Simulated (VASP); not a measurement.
Set up this calculation in VASP 6.6.1, as the native input.

* Task: single point
* Functional: PBE
* Dispersion: D3(BJ)
* Potentials or basis: VASP PAW PBE potentials, release 64 (Al, O)
* Cutoff: 520 eV
* k mesh: 12 × 12 × 4
* Occupations: gaussian, width 0.05 eV
* Spin: no spin polarisation
* Dipole correction: no
* Further INCAR settings: ALGO = Normal; EDIFF = 1e-06; NBANDS = 20

The structure of Al2O3 lies in POSCAR:

```
Al2O3
1.0
    3.1025264353      0.0000000000      0.0000000000
   -1.5512632176      2.6868667089      0.0000000000
    0.0000000000      0.0000000000      7.1650680474
Al O
2 3
Direct
    0.0000000000      0.0000000000      0.2779510000
    0.0000000000      0.0000000000      0.7220490000
    0.3333333333      0.6666666667      0.1994540000
    0.6666666667      0.3333333333      0.8005460000
    0.0000000000      0.0000000000      0.5000000000
```

This cell differs from its parent crystal: ratio of the length along z to the lengths across it x 0.92, volume and fractional coordinates fixed.

These files were run (other wordings do the same):

INCAR

```
ALGO = Normal
EDIFF = 1E-6
ENCUT = 520
GGA = PE
ISIF = 2
ISMEAR = 0
IVDW = 12
LASPH = T
LCHARG = F
LREAL = F
LWAVE = F
NBANDS = 20
NELM = 80
PREC = Accurate
SIGMA = 0.05
```

KPOINTS

```
k-points
0
Gamma
  12 12 4
```

Potentials or basis: VASP PAW PBE potentials, release 64 (Al, O).

Run with:

```bash
$ cat potpaw_PBE.64/Al/POTCAR potpaw_PBE.64/O/POTCAR > POTCAR
$ mpirun -np 1 vasp_std > vasp.out
```

It gave:

| Quantity | Value |
| --- | --- |
| Pressure | 1.3 GPa |
| Largest force | 3.566 eV/Å |
| Band gap on the k mesh | 3.09 eV, direct |
| Dispersion energy per atom | -0.169 eV |

Caveat: forces of over 1 eV/Å act on the atoms, so gaps and moduli don't describe the material at rest.

It took 26 s on 1 thread of Intel(R) Xeon(R) 6975P-C (Granite Rapids) (shared host), peak memory 0.22 GiB.
